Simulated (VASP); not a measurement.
Here is a VASP 6.6.1 calculation.

INCAR

```
SYSTEM = PtSe2
PREC = Accurate ; ENCUT = 520
EDIFF = 1E-6 ; ISMEAR = -1
SIGMA = 0.02 ; LREAL = .False.
LASPH = .True. ; NELM = 80
ALGO = Normal ; ISIF = 2
LWAVE = .False. ; LCHARG = .False.
GGA = PE ; NBANDS = 18
```

Contents of KPOINTS:

```
regular mesh
0
Gamma
  6 6 4
  0 0 0
```

File POSCAR:

```
PtSe2
1.0
    3.7286599563      0.0000000000      0.0000000000
   -1.8643299782      3.2291142443      0.0000000000
    0.0000000000      0.0000000000      5.2770335836
Pt Se
1 2
Direct
    0.0000000000      0.0000000000      0.0000000000
    0.3333333333      0.6666666667      0.2462223015
    0.6666666667      0.3333333333      0.7537776985
```

Potentials or basis: VASP PAW PBE potentials, release 64 (Pt, Se).

Run with:

```sh
$ cat potpaw_PBE.64/Pt/POTCAR potpaw_PBE.64/Se/POTCAR > POTCAR
$ mpirun -np 1 vasp_std > vasp.out
```

Question: Predict the largest force.

Answer: 0.173 eV/Å.

Question: Estimate the band gap on the k mesh.

Answer: Zero (band 11 reaches 6.19 eV, above the bottom of band 12 at 6.03 eV).

Forces on the atoms (eV/Å):
```
Pt   0.000  0.000  0.000
Se   0.000  0.000  0.173
Se   0.000  0.000 -0.173
```

Caveat: spin-orbit coupling is left out, which moves the levels of the heavy elements.
